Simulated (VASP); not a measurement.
A run of VASP 6.6.1:

File INCAR:

```
SYSTEM = InAs
  ALGO = Normal
  EDIFF = 1E-6
  ENCUT = 500
  GGA = CA
  GGA_COMPAT = .False.
  ISIF = 2
  ISMEAR = -1
  LASPH = .True.
  LCHARG = .False.
  LREAL = .False.
  LWAVE = .False.
  NBANDS = 16
  NELM = 120
  PREC = Accurate
  SIGMA = 0.01
```

KPOINTS

```
k-points
0
Gamma
  1 1 1
  0 0 0
```

POSCAR

```
InAs
1.0
    0.0000000000      2.8773040000      2.8773040000
    2.8773040000      0.0000000000      2.8773040000
    2.8773040000      2.8773040000      0.0000000000
In As
1 1
Direct
    0.5000000000      0.5000000000      0.5000000000
    0.0000000000      0.0000000000      0.0000000000
```

Potentials or basis: VASP PAW LDA potentials, release 64 (In_d, As).

Command:

```bash
$ cat potpaw_LDA.64/In_d/POTCAR potpaw_LDA.64/As/POTCAR > POTCAR
$ mpirun -np 1 vasp_gam > vasp.out
```

Hardware: 1 thread of Intel Xeon 8259CL, with other jobs on the host.

Task: How long does it take, and how much memory?

Result: It took 5.2 s on 1 thread of Intel Xeon 8259CL (shared host), peak memory 0.14 GiB. Counts: scf iterations 13, k points 1.
